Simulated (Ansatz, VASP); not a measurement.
## ZnO: VASP beside Ansatz

```xyz
4
Lattice="3.2494 0.0000 0.0000 -1.6247 2.8141 0.0000 0.0000 0.0000 5.2038" Properties=species:S:1:pos:R:3 pbc="T T T"
Zn    0.0000    1.8760    0.0000
Zn    1.6247    0.9380    2.6019
O     0.0000    1.8760    1.9884
O     1.6247    0.9380    4.5903
```

Alike in both runs: task electric field gradients; functional LDA; k mesh 11 × 11 × 6; occupations fermi-dirac, width 0.02 eV; no spin polarisation.

|  | VASP | Ansatz |
| --- | --- | --- |
| version | VASP 6.6.1 | Ansatz 0.2.0 |
| potentials or method | VASP PAW LDA potentials, release 64 (Zn, O) | PAW with Ansatz's default frozen-core files, scalar-relativistic |
| plane-wave cutoff (eV) | 520 | 420 |
| valence electrons in the cell | 36 | 36 |

```tsv
	VASP	Ansatz	Ansatz less VASP
gap on the k mesh at the Fermi level (eV)	0.74	0.74	-0.007
pressure (GPa)	-6.0	-7.0	-1.05
traceless stress, the component that is largest in VASP (GPa)	0.41	0.43	+0.028
rms of the force components (eV/Å)	0.024	0.023	-0.0009
size of Vzz on the site where it differs most (V/Å²)	7.8	7.4	-0.39
```

LDA's correlation is that of Perdew and Zunger in VASP and of Perdew and Wang (1992) in Ansatz. Atom by atom the forces differ by 0.001 eV/Å (rms over components).
